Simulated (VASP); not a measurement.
# Au (I4/mmm) in VASP: notebook

Runs on Au. Level: r2SCAN. Tasks: single point.

Everything below comes from runs of VASP 6.6.1. Logs are shortened: lines on timing, memory, paths and dates and some standing lists are left out, and cuts for length are marked.

### 1 The cell of the first run

It takes space group I4/mmm (No. 139, tetragonal). Conventional cell: a = 3.259 Å, b = 3.259 Å, c = 3.341 Å, α = 90.00°, β = 90.00°, γ = 90.00°. Au (site symmetry 4/mmm) has 14 Au at 2.85 to 3.34 Å within 3.8 Å.

### 2 Single point, r2SCAN (uniaxial strain along c: +2.0 %)

The input, POSCAR:

```
Au
1.0
    3.2589990844      0.0000000000      0.0000000000
    0.0000000000      3.2589990844      0.0000000000
    0.0000000000      0.0000000000      3.3408834835
Au
2
Direct
    0.0000000000      0.0000000000      0.0000000000
    0.5000000000      0.5000000000      0.5000000000
```

The input, INCAR.step1:

```
PREC     = Accurate       # precision mode
ENCUT    = 520            # plane-wave cutoff, eV
ISMEAR   = 0              # smearing method
SIGMA    = 0.1            # smearing width, eV
LREAL    = F              # projectors in reciprocal space
LASPH    = T              # aspherical terms in the spheres
NELM     = 80             # most SCF steps
NBANDS   = 18             # bands
GGA      = PE             # functional
ALGO     = Normal         # electronic algorithm
EDIFF    = 1E-4           # SCF threshold, eV
LWAVE    = T              # write WAVECAR
LCHARG   = F              # write CHGCAR
```

The input, INCAR.step2:

```
PREC     = Accurate       # precision mode
ENCUT    = 520            # plane-wave cutoff, eV
EDIFF    = 1E-7           # SCF threshold, eV
ISMEAR   = 0              # smearing method
SIGMA    = 0.1            # smearing width, eV
LREAL    = F              # projectors in reciprocal space
LASPH    = T              # aspherical terms in the spheres
NELM     = 80             # most SCF steps
ALGO     = Normal         # electronic algorithm
ISIF     = 2              # what is computed and relaxed
LWAVE    = F              # write WAVECAR
LCHARG   = T              # write CHGCAR
METAGGA  = R2SCAN         # meta-GGA
LMIXTAU  = T            
LELF     = T              # ELF
LVHAR    = T            
NBANDS   = 18             # bands
ISTART   = 1
```

The input, KPOINTS:

```
Automatic mesh
0
Gamma
  16 16 16
```

Potentials or basis: VASP PAW PBE potentials, release 64 (Au).

Command:

```console
> cat potpaw_PBE.64/Au/POTCAR > POTCAR
> cp INCAR.step1 INCAR
> mpirun -np 1 vasp_std > vasp.out
> cp INCAR.step2 INCAR
> mpirun -np 1 vasp_std > vasp.out
```

OUTCAR:

```text
PREC = Accurate
   ENCUT = 520
   EDIFF = 1E-7
   ISMEAR = 0
   LREAL = F
   LASPH = T
   NELM = 80
   ISIF = 2
   METAGGA = R2SCAN
   ISTART = 1

 ion  position               nearest neighbor table
   1  0.000  0.000  0.000-   2 2.85   2 2.85   2 2.85   2 2.85   2 2.85   2 2.85   2 2.85   2 2.85

   2  0.500  0.500  0.500-   1 2.85   1 2.85   1 2.85   1 2.85   1 2.85   1 2.85   1 2.85   1 2.85

  LATTYP: Found a simple tetragonal cell.
 ALAT       =     3.2589990844
 C/A-ratio  =     1.0251256281

  Lattice vectors:

 A1 = (   3.2589990844,   0.0000000000,   0.0000000000)
 A2 = (   0.0000000000,   3.2589990844,   0.0000000000)
 A3 = (   0.0000000000,   0.0000000000,   3.3408834835)

Analysis of symmetry for initial positions (statically):
=====================================================================
 Subroutine PRICEL returns following result:

  LATTYP: Found a body centered tetragonal cell.
 ALAT       =     3.2589990844
 C/A-ratio  =     1.0251256281

  Lattice vectors:

 A1 = (  -1.6294995422,  -1.6294995422,  -1.6704417417)
 A2 = (   1.6294995422,   1.6294995422,  -1.6704417417)
 A3 = (   1.6294995422,  -1.6294995422,   1.6704417417)

   2 primitive cells build up your supercell.

 Routine SETGRP: Setting up the symmetry group for a
 simple tetragonal supercell.

 Subroutine GETGRP returns: Found 16 space group operations
 (whereof 16 operations were pure point group operations)
 out of a pool of 16 trial point group operations.

The static configuration has the point symmetry D_4h.

Analysis of symmetry for dynamics (positions and initial velocities):
=====================================================================
 Subroutine PRICEL returns following result:

  LATTYP: Found a body centered tetragonal cell.
 ALAT       =     3.2589990844
 C/A-ratio  =     1.0251256281

  Lattice vectors:

 A1 = (  -1.6294995422,  -1.6294995422,  -1.6704417417)
 A2 = (   1.6294995422,   1.6294995422,  -1.6704417417)
 A3 = (   1.6294995422,  -1.6294995422,   1.6704417417)

   2 primitive cells build up your supercell.

 Routine SETGRP: Setting up the symmetry group for a
 simple tetragonal supercell.

 Subroutine GETGRP returns: Found 16 space group operations
[... 93 lines left out ...]
   ISTART =      1    job   : 0-new  1-cont  2-samecut
   ICHARG =      0    charge: 1-file 2-atom 10-const
   ISPIN  =      1    spin polarized calculation?
   LNONCOLLINEAR =      F non collinear calculations
   LSORBIT =      F    spin-orbit coupling
   LASPH  =      T    aspherical Exc in radial PAW
   ENCUT  =  520.0 eV  38.22 Ry    6.18 a.u.   6.06  6.06  6.21*2*pi/ulx,y,z
   NELM   =     80;   NELMIN=  2; NELMDL=  0     # of ELM steps
   EDIFF  = 0.1E-06   stopping-criterion for ELM
   LREAL  =      F    real-space projection
   EDIFFG = 0.1E-05   stopping-criterion for IOM
   NSW    =      0    number of steps for IOM
   IBRION =     -1    ionic relax: 0-MD 1-quasi-New 2-CG
   NFREE  =      0    steps in history (QN), initial steepest desc. (CG)
   ISIF   =      2    stress and relaxation
   ISYM   =      2    0-nonsym 1-usesym 2-fastsym
   POTIM  = 0.5000    time-step for ionic-motion
   TEBEG  =    0.0;   TEEND  =   0.0 temperature during run
   PSTRESS=    0.0 pullay stress
   NELECT =      22.0000    total number of electrons
   NUPDOWN=      -1.0000    fix difference up-down
   EMIN   =  10.00;   EMAX   =-10.00  energy-range for DOS
   EFERMI =   0.00;   METHOD = LEGACY
   ISMEAR =     0;   SIGMA  =   0.10  broadening in eV -4-tet -1-fermi 0-gaus
   EFERMI_NEDOS =   21; number of points for ismear=-14 and -15
   IALGO  =     38    algorithm
   IMIX   =      4    mixing-type and parameters
     AMIX     =   0.40;   BMIX     =  1.00
     AMIX_MAG =   1.60;   BMIX_MAG =  1.00
  volume/ion in A,a.u.               =      17.74       119.73
  Fermi-wavevector in a.u.,A,eV,Ry     =   1.395958  2.637979 26.513669  1.948700
  Thomas-Fermi vector in A             =   2.519359
   LORBIT       =      0    0 simple, 1 ext, 2 COOP (PROOUT), +10 PAW based schemes
   METAGGA = R2SCAN    functional components
   LHFCALC =     F    Hartree Fock is set to
   AEXX    =    0.0000 exact exchange contribution
   IVDW    =     0    specifies the selected vdW correction
   LEPSILON=     F    determine dielectric tensor
   LRPA    =     F    only Hartree local field effects (RPA)
 non-spin polarized calculation
 Gauss-broadening in eV      SIGMA  =   0.10
  energy-cutoff  :      520.00
  volume of cell :       35.48
 maximum number of plane-waves:       976
   NGX = 13   NGY = 13   NGZ = 13

 number of electron      21.9999997 magnetization

 Free energy of the ion-electron system (eV)
  ---------------------------------------------------
  ext. energy  EPLUGINS =         0.00000000
  ---------------------------------------------------
  free energy    TOTEN  =      -101.15258389 eV

  energy without entropy =     -101.15090396  energy(sigma->0) =     -101.15174392

 E-fermi :   8.7150     XC(G=0): -13.3384

 val. band max:        8.6987100176   @ k =   0.3750   0.1250   0.0000
 cond. band min:       8.7360995753   @ k =   0.5000   0.4375   0.0625
 fundamental gap:      0.0373895577
 Fermi energy:         8.7149922976

 k-point     1 :       0.0000    0.0000    0.0000
  band No.  band energies     occupation
      1      -0.9650      2.00000
      2       1.9156      2.00000
      3       1.9259      2.00000
      4       3.7097      2.00000
      5       3.7097      2.00000
      6       3.8627      2.00000
[... 481 lines left out ...]
      5       3.8071      2.00000
      6       3.8071      2.00000
[... 10 lines left out ...]
     17      23.0029      0.00000
     18      23.0029      0.00000

 [... further k-points ...]

------------------------ aborting loop because EDIFF is reached ----------------------------------------

  FORCE on cell =-STRESS in cart. coord.  units (eV):
  Direction    XX          YY          ZZ          XY          YZ          ZX
  --------------------------------------------------------------------------------------
  -------------------------------------------------------------------------------------
  Total       -0.1857024     -0.1857024     -0.2070373      0.0000000     -0.0000000      0.0000000
  in kB       -8.3849087     -8.3849087     -9.3482305      0.0000000     -0.0000000      0.0000000
  external PRESSURE =      -8.7060160 kB  Pullay stress =       0.0000000 kB

 VOLUME and BASIS-vectors are now :
 -----------------------------------------------------------------------------
  energy-cutoff  :      520.00
  volume of cell :       35.48
      direct lattice vectors                 reciprocal lattice vectors
     3.258999084  0.000000000  0.000000000     0.306842676  0.000000000  0.000000000
     0.000000000  3.258999084  0.000000000     0.000000000  0.306842676  0.000000000
     0.000000000  0.000000000  3.340883483     0.000000000  0.000000000  0.299322022

 POSITION                                       TOTAL-FORCE (eV/Angst)
 -----------------------------------------------------------------------------------
      0.00000      0.00000      0.00000        -0.000000      0.000000     -0.000000
      1.62950      1.62950      1.67044         0.000000     -0.000000      0.000000
 -----------------------------------------------------------------------------------
    total drift:                                0.000000      0.000000     -0.000000

  FREE ENERGIE OF THE ION-ELECTRON SYSTEM (eV)
  ---------------------------------------------------
  free  energy   TOTEN  =      -101.1525838876 eV

  energy  without entropy=     -101.1509039555  energy(sigma->0) =     -101.15174392
```

OUTCAR.step1:

```text
PREC = Accurate
   ENCUT = 520
   ISMEAR = 0
   LREAL = F
   LASPH = T
[... 746 lines left out ...]
 -----------------------------------------------------------------------------------
      0.00000      0.00000      0.00000         0.000000     -0.000000      0.000000
      1.62950      1.62950      1.67044        -0.000000      0.000000     -0.000000
 -----------------------------------------------------------------------------------
    total drift:                                0.000000      0.000000     -0.000000

  FREE ENERGIE OF THE ION-ELECTRON SYSTEM (eV)
  ---------------------------------------------------
  free  energy   TOTEN  =        -6.4001505747 eV

  energy  without entropy=       -6.3982403194  energy(sigma->0) =       -6.39919545
```

OSZICAR.step1:

```text
N       E                     dE             d eps       ncg     rms          rms(c)
DAV:   1     0.122536923839E+03    0.12254E+03   -0.11473E+04 15012   0.116E+03
DAV:   2    -0.482173166055E+01   -0.12736E+03   -0.12123E+03 15600   0.257E+02
DAV:   3    -0.693689356829E+01   -0.21152E+01   -0.21037E+01 16710   0.333E+01
DAV:   4    -0.694638355901E+01   -0.94900E-02   -0.94891E-02 15824   0.240E+00
DAV:   5    -0.694647107449E+01   -0.87515E-04   -0.87515E-04 15986   0.242E-01    0.114E+01
DAV:   6    -0.643658679171E+01    0.50988E+00   -0.10343E+00 14982   0.901E+00    0.744E+00
DAV:   7    -0.640404550205E+01    0.32541E-01   -0.85062E-02 15984   0.256E+00    0.362E+00
DAV:   8    -0.640017447636E+01    0.38710E-02   -0.42037E-03 15540   0.488E-01    0.330E-01
DAV:   9    -0.640015057467E+01    0.23902E-04   -0.22411E-05  9228   0.393E-02
   1 F= -.64001506E+01 E0= -.63991954E+01  d E =-.191026E-02
```

It took 12 min on 1 thread of Oxide Virtual Turin-like, shared host; peak memory 0.29 GiB.

Results:

| Property | Result |
| --- | --- |
| Free energy | -101.1526 eV |
| Pressure | -0.9 GPa |
| Band gap on the k mesh | zero (bands 11 and 12 overlap by 5.38 eV) |

Levels at points of the mesh, in eV from the Fermi level:
```csv
k point,band 9,band 10,band 11,band 12,band 13,band 14
"(0.00, 0.00, 0.00)",-2.00,-1.94,-1.94,6.10,6.82,6.82
"(0.50, 0.00, 0.00)",-3.59,-3.59,-1.99,-1.99,12.87,12.87
"(0.50, 0.50, 0.00)",-1.57,-1.57,-0.23,-0.23,3.56,3.56
"(0.00, 0.00, 0.50)",-3.53,-3.53,-2.29,-2.29,13.26,13.26
"(0.50, 0.00, 0.50)",-1.61,-1.61,-0.37,-0.37,3.36,3.36
"(0.50, 0.50, 0.50)",-2.83,-2.83,2.88,2.88,7.31,7.31
```

Caveat: the cell differs from its parent crystal (uniaxial strain along c: +2.0 %); the PAW data sets were made with another functional, which shifts forces and pressure a little; spin-orbit coupling is left out, which moves the levels of the heavy elements.

### 3 Single point, r2SCAN (uniaxial strain along c: +4.0 %)

The input, POSCAR:

```
Au
1.0
    3.2426222046      0.0000000000      0.0000000000
    0.0000000000      3.2426222046      0.0000000000
    0.0000000000      0.0000000000      3.4063910028
Au
2
Direct
    0.0000000000      0.0000000000      0.0000000000
    0.5000000000      0.5000000000      0.5000000000
```

The input, INCAR.step1:

```
PREC = Accurate
ENCUT = 520
ISMEAR = 0
SIGMA = 0.1
LREAL = False
LASPH = True
NELM = 100
NBANDS = 18
GGA = PE
ALGO = Normal
EDIFF = 1E-4
LWAVE = True
LCHARG = False
```

The input, INCAR.step2:

```
PREC = Accurate
ENCUT = 520
EDIFF = 1E-6
ISMEAR = 0
SIGMA = 0.1
LREAL = False
LASPH = True
NELM = 100
ALGO = Normal
ISIF = 2
LWAVE = False
LCHARG = False
METAGGA = R2SCAN
LMIXTAU = True
NBANDS = 18
ISTART = 1
```

KPOINTS is that of step 2.

Potentials or basis: VASP PAW PBE potentials, release 64 (Au).

Command:

```console
> cat potpaw_PBE.64/Au/POTCAR > POTCAR
> cp INCAR.step1 INCAR
> mpirun -np 1 vasp_std > vasp.out
> cp INCAR.step2 INCAR
> mpirun -np 1 vasp_std > vasp.out
```

It took 17 min on 1 thread of Oxide Virtual Turin-like, shared host; peak memory 0.28 GiB.

It converged, with:

| Quantity | Value |
| --- | --- |
| Free energy | -101.1493 eV |
| Pressure | -2.2 GPa |
| Band gap on the k mesh | zero (bands 11 and 12 overlap by 5.60 eV) |

Stress tensor (GPa, compression positive):
```
-2.22  0.00  0.00
 0.00 -2.22  0.00
 0.00  0.00 -2.14
```

Levels at points of the mesh, in eV from the Fermi level:
```tsv
k point	band 7	band 8	band 9	band 10	band 11	band 12	band 13	band 14	band 15	band 16
(0.00, 0.00, 0.00)	-3.26	-2.93	-2.02	-1.92	-1.92	5.64	7.06	7.06	9.39	15.78
(0.50, 0.00, 0.00)	-4.20	-4.20	-3.56	-3.56	-1.87	-1.87	12.60	12.60	13.27	13.27
(0.50, 0.50, 0.00)	-2.78	-2.78	-1.55	-1.55	-0.09	-0.09	3.65	3.65	12.56	12.56
(0.00, 0.00, 0.50)	-4.16	-4.16	-3.46	-3.46	-2.45	-2.45	13.45	13.45	14.02	14.02
(0.50, 0.00, 0.50)	-2.88	-2.88	-1.63	-1.63	-0.36	-0.36	3.25	3.25	13.29	13.29
(0.50, 0.50, 0.50)	-2.96	-2.96	-2.76	-2.76	2.89	2.89	7.20	7.20	7.20	7.20
```

Caveat: the cell differs from its parent crystal (uniaxial strain along c: +4.0 %); the PAW data sets were made with another functional, which shifts forces and pressure a little; spin-orbit coupling is left out, which moves the levels of the heavy elements.

The gap in the log of VASP goes by the Fermi energy; the results here count the filled bands.